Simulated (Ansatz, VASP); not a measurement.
**One calculation of Ge, two programs**

```xyz
8
Lattice="4.9777 2.8739 1.8896 -4.9777 2.8739 1.8896 0.0000 -5.7478 1.8896" Properties=species:S:1:pos:R:3 pbc="T T T"
Ge    0.0000    0.0000    4.0591
Ge    0.0000    0.0000    1.6097
Ge   -3.4666   -0.8917    2.4312
Ge    2.5055   -2.5563    2.4312
Ge    0.9610    3.4480    2.4312
Ge    3.4666    0.8917    3.2376
Ge   -2.5055    2.5563    3.2376
Ge   -0.9610   -3.4480    3.2376
```

Alike in both runs: task single point; functional LDA; k mesh 9 × 9 × 9; occupations gaussian, width 0.15 eV; no spin polarisation.

|  | VASP | Ansatz |
| --- | --- | --- |
| version | VASP 6.6.1 | Ansatz 0.2.0 |
| potentials or method | VASP PAW LDA potentials, release 64 (Ge_d), cutoff 520 eV | scalar-relativistic, plane waves, PAW |
| valence electrons in the cell | 112 | 112 |

|  | VASP | Ansatz | Ansatz less VASP |
| --- | --- | --- | --- |
| gap on the k mesh at the Fermi level (eV) | none | none | - |
| pressure (GPa) | -0.9 | -1.0 | -0.08 |
| traceless stress, the component that is largest in VASP (GPa) | 4.10 | 4.07 | -0.023 |
| rms of the force components (eV/Å) | 0.191 | 0.188 | -0.0021 |

Ansatz warns that its potentials were made for another functional, while VASP's fit it. LDA's correlation is that of Perdew and Zunger in VASP and of Perdew and Wang (1992) in Ansatz. Atom by atom the forces differ by 0.005 eV/Å (rms over components). A gap of «none» marks a metal or a gap that the smearing closes.
